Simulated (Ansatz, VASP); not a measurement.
# C in VASP and in Ansatz

```
CELL_PARAMETERS angstrom
2.50526 0.00000 0.00000
-1.25263 2.16962 0.00000
0.00000 0.00000 8.26438
ATOMIC_POSITIONS crystal
C 0.00000 0.00000 0.09295
C 0.00000 0.00000 0.59295
C 0.00000 0.00000 0.40705
C 0.00000 0.00000 0.90705
C 0.33333 0.66667 0.15554
C 0.66667 0.33333 0.65554
C 0.33333 0.66667 0.34446
C 0.66667 0.33333 0.84446
```

Alike in both runs: functional PBEsol; k mesh 12 × 12 × 4; occupations gaussian, width 0.02 eV; no spin polarisation.

Ansatz relaxed the structure, and its values are those at the end. VASP's run is a single point on that final structure, the one shown.

|  | VASP | Ansatz |
| --- | --- | --- |
| version | VASP 6.6.1 | Ansatz 0.2.0 |
| potentials or method | VASP PAW PBE potentials, release 64 (C_h), cutoff 910 eV | scalar-relativistic, plane waves, PAW |
| valence electrons in the cell | 32 | 32 |

```csv
,VASP,Ansatz,Ansatz less VASP
gap on the k mesh at the Fermi level (eV),4.44,4.44,+0.004
least direct gap on the mesh (eV),5.27,5.27,-0.003
```

VASP's potentials were made for PBE, not for PBEsol, and Ansatz warns of the same on its side. With one functional, cell and mesh, what is left measures potentials, basis and numerics.

Noted on VASP's run: the cutoff is short for stress, so the pressure is rough.
